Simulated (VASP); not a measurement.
# Cr: single point with PBEsol

Cr:

```
Cr
1.0
    -1.51356    1.51356    1.51356
     1.51356   -1.51356    1.51356
     1.51356    1.51356   -1.51356
Cr
1
Direct
  0.00000 0.00000 0.00000
```

```yaml
Program: VASP 6.6.1
Task: single point
Functional: PBEsol
Potentials_or_basis: VASP PAW PBE potentials, release 64 (Cr_pv)
Cutoff: 520 eV
k_mesh: 12 × 12 × 12
Occupations: fermi-dirac, width 0.05 eV
Spin: collinear spin, ferromagnetic start
Starting_moments: "[3.0] μB"
Dipole_correction: no
Further_INCAR_settings: ALGO = Normal; EDIFF = 1e-07; NBANDS = 16
```

* Pressure: -38.8 GPa
* Band gap on the k mesh: zero (filled and empty bands overlap)
* Net moment: 0.00 μB per cell
* Valence electrons inside the program's atomic spheres: Cr 10.72

Levels at points of the mesh, in eV from the Fermi level:
Spin up:
```csv
k point,band 3,band 4,band 5,band 6,band 7,band 8,band 9,band 10
"(0.00, 0.00, 0.00)",-42.74,-7.13,-0.65,-0.65,-0.65,0.93,0.93,7.07
"(0.50, 0.00, 0.00)",-42.74,-3.56,-1.85,0.82,0.91,1.17,2.25,7.06
"(0.50, 0.50, 0.50)",-43.10,-3.29,-3.29,1.96,1.96,1.96,7.07,9.12
```
Spin down:
```tsv
k point	band 4	band 5	band 6	band 7	band 8	band 9
(0.00, 0.00, 0.00)	-7.13	-0.65	-0.65	-0.65	0.93	0.93
(0.50, 0.00, 0.00)	-3.56	-1.85	0.82	0.91	1.17	2.25
(0.50, 0.50, 0.50)	-3.29	-3.29	1.96	1.96	1.96	7.07
```

Run time: 52 s on 1 thread of Intel Xeon 8259CL (shared host), peak memory 0.15 GiB.

Caveat: the cell stands under tension; an empty level that is flat over the whole mesh can mark a ghost state of the potentials, or a narrow d or f band; the PAW data sets were made with another functional, which shifts forces and pressure a little.
